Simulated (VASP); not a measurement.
# NaCl (I4/mmm) in VASP: single point with HSE06

Aim: the single point of NaCl with HSE06.

Program: VASP 6.6.1. These are calculated values, not measurements. Logs are shortened: lines on timing, memory, paths and dates and some standing lists are left out, and cuts for length are marked.

## Step 1: The cell of the first run

Symmetry: I4/mmm, No. 139, tetragonal system. The conventional cell has a = 3.964 Å, b = 3.964 Å, c = 5.568 Å, α = 90.00°, β = 90.00°, γ = 90.00°. Na (site symmetry 4/mmm) has 6 Cl at 2.78 to 2.80 Å within 3.7 Å. Cl (site symmetry 4/mmm) has 6 Na at 2.78 to 2.80 Å within 3.7 Å.

## Step 2: Single point, HSE06 (uniaxial y strain -0.7%)

File POSCAR:

```
NaCl
1.0
    0.0000000000      2.7842339312      2.8027319622
    2.8027319622      0.0000000000      2.8027319622
    2.8027319622      2.7842339312      0.0000000000
Na Cl
1 1
Direct
    0.0000000000      0.0000000000      0.0000000000
    0.5000000000      0.5000000000      0.5000000000
```

File INCAR.step1:

```
ALGO     = Normal         # electronic algorithm
EDIFF    = 1E-5           # SCF threshold, eV
ENCUT    = 520            # plane-wave cutoff, eV
GGA      = PE             # functional
ISIF     = 2              # what is computed and relaxed
ISMEAR   = 0              # smearing method
LASPH    = T              # aspherical terms in the spheres
LCHARG   = F              # write CHGCAR
LREAL    = F              # projectors in reciprocal space
LWAVE    = T              # write WAVECAR
NBANDS   = 14             # bands
NELM     = 60             # most SCF steps
PREC     = Accurate       # precision mode
SIGMA    = 0.01           # smearing width, eV
```

File INCAR.step2:

```
ALGO     = Normal         # electronic algorithm
EDIFF    = 1E-7           # SCF threshold, eV
ENCUT    = 520            # plane-wave cutoff, eV
GGA      = PE             # functional
HFSCREEN = 0.2079         # screening, 1/A
ISIF     = 2              # what is computed and relaxed
ISMEAR   = 0              # smearing method
ISTART   = 1            
LASPH    = T              # aspherical terms in the spheres
LCHARG   = F              # write CHGCAR
LHFCALC  = T              # exact exchange
LREAL    = F              # projectors in reciprocal space
LWAVE    = F              # write WAVECAR
NBANDS   = 14             # bands
NELM     = 60             # most SCF steps
PREC     = Accurate       # precision mode
PRECFOCK = Normal       
SIGMA    = 0.01           # smearing width, eV
```

File KPOINTS:

```
k-points
0
Gamma
  6 6 6
```

Potentials or basis: VASP PAW PBE potentials, release 64 (Na_pv, Cl).

Run with:

```bash
> cat potpaw_PBE.64/Na_pv/POTCAR potpaw_PBE.64/Cl/POTCAR > POTCAR
> cp INCAR.step1 INCAR
> mpirun -np 1 vasp_std > vasp.out
> cp INCAR.step2 INCAR
> mpirun -np 1 vasp_std > vasp.out
```

OUTCAR:

```text
EDIFF = 1E-7
   ENCUT = 520
   GGA = PE
   HFSCREEN = 0.2079
   ISIF = 2
   ISMEAR = 0
   ISTART = 1
   LASPH = T
   LHFCALC = T
   LREAL = F
   NELM = 60
   PREC = Accurate
   PRECFOCK = Normal

 ion  position               nearest neighbor table
   1  0.000  0.000  0.000-
   2  0.500  0.500  0.500-

  LATTYP: Found a body centered tetragonal cell.
 ALAT       =     3.9636615526
 C/A-ratio  =     1.4048797528

  Lattice vectors:

 A1 = (   0.0000000000,  -2.7842339312,   2.8027319622)
 A2 = (   0.0000000000,  -2.7842339312,  -2.8027319622)
 A3 = (   2.8027319622,   2.7842339312,   0.0000000000)

Analysis of symmetry for initial positions (statically):
=====================================================================
 Subroutine PRICEL returns:
 Original cell was already a primitive cell.

 Routine SETGRP: Setting up the symmetry group for a
 body centered tetragonal supercell.

 Subroutine GETGRP returns: Found 16 space group operations
 (whereof 16 operations were pure point group operations)
 out of a pool of 16 trial point group operations.

The static configuration has the point symmetry D_4h.

Analysis of symmetry for dynamics (positions and initial velocities):
=====================================================================
 Subroutine PRICEL returns:
 Original cell was already a primitive cell.

 Routine SETGRP: Setting up the symmetry group for a
 body centered tetragonal supercell.

 Subroutine GETGRP returns: Found 16 space group operations
 (whereof 16 operations were pure point group operations)
 out of a pool of 16 trial point group operations.

The dynamic configuration has the point symmetry D_4h.

 Subroutine INISYM returns: Found 16 space group operations
 (whereof 16 operations are pure point group operations),
 and found     1 'primitive' translations

----------------------------------------------------------------------------------------

                                     Primitive cell

  volume of cell :      43.7420

  direct lattice vectors                    reciprocal lattice vectors
     0.000000000  2.784233931  2.802731962    -0.178397366  0.179582611  0.178397366
     2.802731962  0.000000000  2.802731962     0.178397366 -0.179582611  0.178397366
     2.802731962  2.784233931  0.000000000     0.178397366  0.179582611 -0.178397366

  length of vectors
     3.950603123  3.963661553  3.950603123     0.309679116  0.309679116  0.309679116

  position of ions in fractional coordinates (direct lattice)
     0.000000000  0.000000000  0.000000000
     0.500000000  0.500000000  0.500000000

  ion indices of the primitive-cell ions
   primitive index   ion index
                 1           1
                 2           2

----------------------------------------------------------------------------------------

 KPOINTS: k-points

Automatic generation of k-mesh.
 Grid dimensions read from file:
 generate k-points for:    6    6    6

 Generating k-lattice:

  Cartesian coordinates                     Fractional coordinates (reciprocal lattice)
    -0.029732894  0.029930435  0.029732894     0.166666667  0.000000000  0.000000000
     0.029732894 -0.029930435  0.029732894     0.000000000  0.166666667  0.000000000
     0.029732894  0.029930435 -0.029732894     0.000000000  0.000000000  0.166666667

  Length of vectors
     0.051613186  0.051613186  0.051613186

  Shift w.r.t. Gamma in fractional coordinates (k-lattice)
     0.000000000  0.000000000  0.000000000

 Subroutine IBZKPT returns following result:
 ===========================================

 Found     30 irreducible k-points:

 Following reciprocal coordinates:
            Coordinates               Weight
  0.000000  0.000000  0.000000      1.000000
  0.166667  0.000000  0.000000      8.000000
  0.333333  0.000000  0.000000      8.000000
  0.500000  0.000000  0.000000      4.000000
  0.166667  0.166667  0.000000      4.000000
  0.333333  0.166667  0.000000     16.000000
[... 16 lines left out ...]
  0.333333 -0.333333  0.166667     16.000000
  0.500000 -0.333333  0.166667      4.000000
 [... further k-points ...]
   k-points           NKPTS =     30   k-points in BZ     NKDIM =    216   number of bands    NBANDS=     14
   number of dos      NEDOS =    301   number of ions     NIONS =      2
   total plane-waves  NPLWV =  27000
   dimension x,y,z NGX =    30 NGY =   30 NGZ =   30
   dimension x,y,z NGXF=    60 NGYF=   60 NGZF=   60
   ions per type =               1   1
   NGX,Y,Z   is equivalent  to a cutoff of  12.62, 12.58, 12.62 a.u.
   NGXF,Y,Z  is equivalent  to a cutoff of  25.25, 25.17, 25.25 a.u.
 SYSTEM =  unknown system
   PREC   = accura    normal or accurate (medium, high low for compatibility)
   ISTART =      1    job   : 0-new  1-cont  2-samecut
   ICHARG =      0    charge: 1-file 2-atom 10-const
   ISPIN  =      1    spin polarized calculation?
   LNONCOLLINEAR =      F non collinear calculations
   LSORBIT =      F    spin-orbit coupling
   LASPH  =      T    aspherical Exc in radial PAW
   ENCUT  =  520.0 eV  38.22 Ry    6.18 a.u.   7.35  7.37  7.35*2*pi/ulx,y,z
   NELM   =     60;   NELMIN=  2; NELMDL=  0     # of ELM steps
   EDIFF  = 0.1E-06   stopping-criterion for ELM
   LREAL  =      F    real-space projection
   EDIFFG = 0.1E-05   stopping-criterion for IOM
   NSW    =      0    number of steps for IOM
   IBRION =     -1    ionic relax: 0-MD 1-quasi-New 2-CG
   NFREE  =      0    steps in history (QN), initial steepest desc. (CG)
   ISIF   =      2    stress and relaxation
   ISYM   =      3    0-nonsym 1-usesym 2-fastsym
   POTIM  = 0.5000    time-step for ionic-motion
   TEBEG  =    0.0;   TEEND  =   0.0 temperature during run
   PSTRESS=    0.0 pullay stress
   NELECT =      14.0000    total number of electrons
   NUPDOWN=      -1.0000    fix difference up-down
   EMIN   =  10.00;   EMAX   =-10.00  energy-range for DOS
   EFERMI =   0.00;   METHOD = LEGACY
   ISMEAR =     0;   SIGMA  =   0.01  broadening in eV -4-tet -1-fermi 0-gaus
   EFERMI_NEDOS =   21; number of points for ismear=-14 and -15
   IALGO  =     38    algorithm
   IMIX   =      1    mixing-type and parameters
     AMIX     =   0.40;   BMIX     =  1.00
     AMIX_MAG =   1.60;   BMIX_MAG =  1.00
  volume/ion in A,a.u.               =      21.87       147.59
  Fermi-wavevector in a.u.,A,eV,Ry     =   1.119828  2.116168 17.061899  1.254014
  Thomas-Fermi vector in A             =   2.256470
   LORBIT       =      0    0 simple, 1 ext, 2 COOP (PROOUT), +10 PAW based schemes
   GGA     = PE    functional components
   LHFCALC =     T    Hartree Fock is set to
   PRECFOCK=normal    Normal, Fast or Accurate (Low or Medium for compatibility)
   ENCUT4O =  -1.0   cutoff for four orbital integrals eV
   NKREDX  =     1    reduce k-point grid by
   NKREDY  =     1    reduce k-point grid by
   NKREDZ  =     1    reduce k-point grid by
   AEXX    =    0.2500 exact exchange contribution
   HFSCREEN=    0.2079 screening length (either q_TF or 0.3 A-1)
   HFSCREENC=   0.2079 screening length for correlation (either q_TF or 0.3 A-1)
   ENCUTFOCK=  -1.0 apply spherical cutoff to Coloumb kernel
   IVDW    =     0    specifies the selected vdW correction
   LEPSILON=     F    determine dielectric tensor
   LRPA    =     F    only Hartree local field effects (RPA)
 non-spin polarized calculation
 Gauss-broadening in eV      SIGMA  =   0.01
  energy-cutoff  :      520.00
  volume of cell :       43.74
 maximum number of plane-waves:      1235
 NGX is ok and might be reduce to    30
  NGX = 24; NGY = 24; NGZ = 24

 number of electron      14.0000006 magnetization

 Free energy of the ion-electron system (eV)
  ---------------------------------------------------
  ext. energy  EPLUGINS =         0.00000000
  ---------------------------------------------------
  free energy    TOTEN  =        -7.87385972 eV

  energy without entropy =       -7.87385972  energy(sigma->0) =       -7.87385972

 E-fermi :  -1.5134     XC(G=0):  -6.8820

 val. band max:       -1.5761348919   @ k =   0.0000   0.0000   0.0000
 cond. band min:       5.0007298840   @ k =   0.0000   0.0000   0.0000
 fundamental gap:      6.5768647760
 Fermi energy:        -1.5133639717

 k-point     1 :       0.0000    0.0000    0.0000
  band No.  band energies     occupation
      1     -24.4131      2.00000
      2     -24.4131      2.00000
      3     -24.4127      2.00000
      4     -15.4902      2.00000
      5      -1.5820      2.00000
      6      -1.5761      2.00000
      7      -1.5761      2.00000
      8       5.0007      0.00000
      9      11.0544      0.00000
     10      11.0544      0.00000
     11      11.1050      0.00000
     12      13.3871      0.00000
     13      13.4752      0.00000
     14      14.7984      0.00000

 k-point     2 :       0.1667    0.0000    0.0000
  band No.  band energies     occupation
      1     -24.4208      2.00000
      2     -24.4136      2.00000
      3     -24.4132      2.00000
      4     -15.3969      2.00000
      5      -2.2214      2.00000
      6      -1.6563      2.00000
      7      -1.6559      2.00000
      8       5.8430      0.00000
      9      10.2406      0.00000
     10      11.3614      0.00000
     11      11.4051      0.00000
     12      13.0627      0.00000
     13      13.1242      0.00000
     14      16.1083      0.00000

 k-point     3 :       0.3333    0.0000    0.0000
  band No.  band energies     occupation
      1     -24.4362      2.00000
      2     -24.4145      2.00000
      3     -24.4140      2.00000
      4     -15.2017      2.00000
      5      -3.2559      2.00000
      6      -1.8083      2.00000
      7      -1.8023      2.00000
      8       6.9392      0.00000
      9      10.1464      0.00000
     10      11.1889      0.00000
     11      11.2594      0.00000
     12      14.2249      0.00000
     13      14.2292      0.00000
     14      15.4625      0.00000
[... 324 lines left out ...]
 k-point    23 :       0.3333   -0.3333    0.1667
  band No.  band energies     occupation
      1     -24.4339      2.00000
      2     -24.4244      2.00000
      3     -24.4191      2.00000
      4     -15.0413      2.00000
      5      -3.2048      2.00000
      6      -2.6733      2.00000
      7      -2.1691      2.00000
      8       8.8242      0.00000
      9       9.1967      0.00000
     10       9.9616      0.00000
     11      11.9902      0.00000
     12      14.4296      0.00000
     13      15.9690      0.00000
     14      17.0952      0.00000

 k-point    24 :       0.5000   -0.3333    0.1667
  band No.  band energies     occupation
      1     -24.4309      2.00000
      2     -24.4243      2.00000
      3     -24.4228      2.00000
      4     -15.0278      2.00000
      5      -3.1802      2.00000
      6      -2.5975      2.00000
      7      -2.3578      2.00000
      8       8.3940      0.00000
      9       8.7381      0.00000
     10      10.5334      0.00000
     11      12.2166      0.00000
     12      15.5929      0.00000
     13      16.6564      0.00000
     14      16.6923      0.00000

 [... further k-points ...]

------------------------ aborting loop because EDIFF is reached ----------------------------------------

  FORCE on cell =-STRESS in cart. coord.  units (eV):
  Direction    XX          YY          ZZ          XY          YZ          ZX
  --------------------------------------------------------------------------------------
  -------------------------------------------------------------------------------------
  Total        0.2150331      0.3010979      0.2150331      0.0000000      0.0000000      0.0000000
  in kB        7.8762067     11.0285748      7.8762067      0.0000000      0.0000000      0.0000000
  external PRESSURE =       8.9269961 kB  Pullay stress =       0.0000000 kB

 VOLUME and BASIS-vectors are now :
 -----------------------------------------------------------------------------
  energy-cutoff  :      520.00
  volume of cell :       43.74
      direct lattice vectors                 reciprocal lattice vectors
     0.000000000  2.784233931  2.802731962    -0.178397366  0.179582611  0.178397366
     2.802731962  0.000000000  2.802731962     0.178397366 -0.179582611  0.178397366
     2.802731962  2.784233931  0.000000000     0.178397366  0.179582611 -0.178397366

 POSITION                                       TOTAL-FORCE (eV/Angst)
 -----------------------------------------------------------------------------------
      0.00000      0.00000      0.00000         0.000000      0.000000      0.000000
      2.80273      2.78423      2.80273         0.000000     -0.000000      0.000000
 -----------------------------------------------------------------------------------
    total drift:                                0.000001     -0.000006      0.000000

  FREE ENERGIE OF THE ION-ELECTRON SYSTEM (eV)
  ---------------------------------------------------
  free  energy   TOTEN  =        -7.8738597241 eV

  energy  without entropy=       -7.8738597241  energy(sigma->0) =       -7.87385972
```

Run time: 51 min. Hardware: 1 thread of Intel Xeon Platinum 8259CL at 2.50GHz (Skylake/Cascade Lake), shared host; peak memory 0.28 GiB.

Results:

```
Free energy            : -7.8739 eV
Pressure               : 0.9 GPa
Band gap on the k mesh : 6.58 eV
```

Caveat: the cell differs from its parent crystal (uniaxial y strain -0.7%); the PAW data sets were made with another functional, which shifts forces and pressure a little.
